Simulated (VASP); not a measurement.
A run of VASP 6.6.1:

INCAR

```
  PREC = Accurate
  ENCUT = 520
  EDIFF = 1E-6
  ISMEAR = 1
  SIGMA = 0.2
  LREAL = False
  LASPH = True
  NELM = 150
  ALGO = Normal
  ISIF = 2
  LWAVE = False
  LCHARG = True
  ISPIN = 2
  MAGMOM = 2.208
  LORBIT = 11
  LMAXMIX = 4
  GGA = PE
  LELF = True
  LVHAR = True
  NBANDS = 14
```

The input KPOINTS:

```
regular mesh
0
Gamma
  15 15 15
```

Contents of POSCAR:

```
Fe
1.0
   -1.4163059769      1.4163059769      1.4163059769
    1.4163059769     -1.4163059769      1.4163059769
    1.4163059769      1.4163059769     -1.4163059769
Fe
1
Direct
    0.0000000000      0.0000000000      0.0000000000
```

Potentials or basis: VASP PAW PBE potentials, release 64 (Fe).

The run is started by

```sh
$ cat potpaw_PBE.64/Fe/POTCAR > POTCAR
$ mpirun -np 1 vasp_std > vasp.out
```

Hardware: 1 thread of Intel Xeon 8259CL, on a shared host.

How long does it take, and how much memory?

Wall time 56 s on 1 thread of Intel Xeon 8259CL, with other jobs on the host, peak memory 0.14 GiB. Counts: scf iterations 13, k points 120.
